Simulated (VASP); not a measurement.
C, 2 atoms in the cell. It takes space group Fd-3m (No. 227, cubic). Conventional cell: a = 3.554 Å, b = 3.554 Å, c = 3.554 Å, α = 90.00°, β = 90.00°, γ = 90.00°. C (site symmetry -43m) has 4 C at 1.54 Å within 2.1 Å. 

| Quantity | Value |
| --- | --- |
| Program | VASP 6.6.1 |
| Task | relaxation of cell and atoms |
| Functional | PBEsol |
| Potentials or basis | VASP PAW PBE potentials, release 64 (C) |
| Cutoff | 600 eV |
| k mesh | 12 × 12 × 12 |
| Occupations | gaussian, width 0.01 eV |
| Spin | no spin polarisation |
| Target pressure | 7 GPa |
| Dipole correction | no |
| Further INCAR settings | ALGO = Normal; EDIFF = 1e-06; IBRION = 2; EDIFFG = -0.002; NSW = 100; ISIF = 3 |

Potentials or basis: VASP PAW PBE potentials, release 64 (C).

Launch:

```console
$ cat potpaw_PBE.64/C/POTCAR > POTCAR
$ mpirun -np 1 vasp_std > vasp.out
```

Hardware: 1 thread of Intel Xeon 6975P-C, on a shared host.

Problem. How long does it take, and how much memory?

Solution. It took 8.8 s on 1 thread of Intel Xeon 6975P-C (shared host), peak memory 0.12 GiB. Counts: scf iterations 23, k points 72, ion steps 3.
